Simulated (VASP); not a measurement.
LiCaVF6: single point with LDA

Crystal: LiCaVF6.

```xyz
18
Lattice="5.2611 0.0000 0.0000 -2.6305 4.5562 0.0000 0.0000 0.0000 9.9954" Properties=species:S:1:pos:R:3 pbc="T T T"
Li    0.3028    3.2479    7.4125
Li    2.4620    1.4160    2.0791
Ca   -0.0915   -0.2368    4.8803
Ca   -0.0365    0.0947    0.0959
V     2.5541    1.5066    7.6382
V     0.0126    3.1395    2.5278
F     3.3413    0.1335    6.3359
F    -0.7238    4.5103    3.6960
F     3.3143    2.8211    6.6287
F     1.6816    3.0831    8.4507
F    -0.7932    1.9768    3.6842
F     0.6717    1.6012    1.4452
F     1.1990    1.4662    6.1083
F     4.2164    1.6431    8.7080
F     1.7926    2.9938    3.3610
F    -1.4248    3.2234    1.2316
F     1.9774    0.1157    8.6460
F     0.6547    4.4397    1.3648
```

* Program: VASP 6.6.1
* Task: single point
* Functional: LDA
* Potentials or basis: VASP PAW LDA potentials, release 64 (Li_sv, Ca_sv, V_sv, F)
* Cutoff: 520 eV
* k mesh: 2 × 2 × 1
* Occupations: fermi-dirac, width 0.05 eV
* Spin: collinear spin, ferromagnetic start
* Starting moments: [0.0, 0.0, 0.0, 0.0, 1.5, 1.5, 0.0, 0.0, 0.0, 0.0, 0.0, 0.0, 0.0, 0.0, 0.0, 0.0, 0.0, 0.0] μB
* Dipole correction: no
* Further INCAR settings: LREAL = Auto; ALGO = Normal; EDIFF = 1e-07; NBANDS = 87

```
Largest force                                         : 2.597 eV/Å
Band gap on the k mesh                                : 0.01 eV (least direct gap 0.02 eV)
Net moment                                            : 4.00 μB per cell
Site moments                                          : Li +0.00; Ca +0.01; V +1.77, +1.85; F +0.00, +0.02, +0.01 (each value once) μB
Valence electrons inside the program's atomic spheres : Li 2.08, 2.06; Ca 8.05, 8.10; V 11.44, 11.51; F 6.07, 6.08, 6.09, 6.10, 6.04, 6.06, 6.11 (each value once)
```

Forces on the atoms (eV/Å):
```
Li  -0.833 -0.210 -0.329
Li  -0.057  0.307  0.595
Ca   0.577  0.814  1.070
Ca  -0.333 -0.323 -1.122
V    0.733  0.519 -2.436
V   -0.376 -0.748  0.438
F    0.399  0.029  0.575
F    0.019  0.086 -0.593
F    0.691  1.097 -1.062
F    0.477 -0.468  0.969
F   -0.262 -1.154  0.344
F    0.516  0.293  0.146
F   -0.245  0.056  1.242
F   -0.347 -0.377  0.049
F   -0.414 -0.010 -0.437
F   -0.758 -0.413  0.410
F   -0.913 -0.773  0.843
F    1.127  1.276 -0.702
```

Levels at points of the mesh, in eV from the valence-band top:
Spin up:
```csv
k point,band 68,band 69,band 70,band 71,band 72,band 73
"(0.00, 0.00, 0.00)",-0.15,-0.04,0.00,0.02,0.05,1.69
"(0.50, 0.00, 0.00)",-0.18,-0.06,-0.01,0.01,0.04,1.66
"(0.00, 0.50, 0.00)",-0.18,-0.05,-0.03,0.02,0.06,1.69
"(0.50, 0.50, 0.00)",-0.18,-0.04,-0.02,0.02,0.03,1.65
```
Spin down:
| k point | band 64 | band 65 | band 66 | band 67 | band 68 | band 69 |
| --- | --- | --- | --- | --- | --- | --- |
| (0.00, 0.00, 0.00) | -4.65 | -4.27 | -4.01 | 1.36 | 1.45 | 1.51 |
| (0.50, 0.00, 0.00) | -4.63 | -4.30 | -4.13 | 1.35 | 1.40 | 1.49 |
| (0.00, 0.50, 0.00) | -4.57 | -4.35 | -4.07 | 1.37 | 1.44 | 1.47 |
| (0.50, 0.50, 0.00) | -4.61 | -4.27 | -4.16 | 1.35 | 1.42 | 1.50 |

It took 12 min on 1 thread of AMD EPYC 9R14 (Zen 4), with other jobs on the host, peak memory 0.34 GiB.

Caveat: the k points lie up to 0.69 Å⁻¹ apart; forces of over 1 eV/Å act on the atoms, so gaps and moduli don't describe the material at rest. A k mesh can miss the band edges.
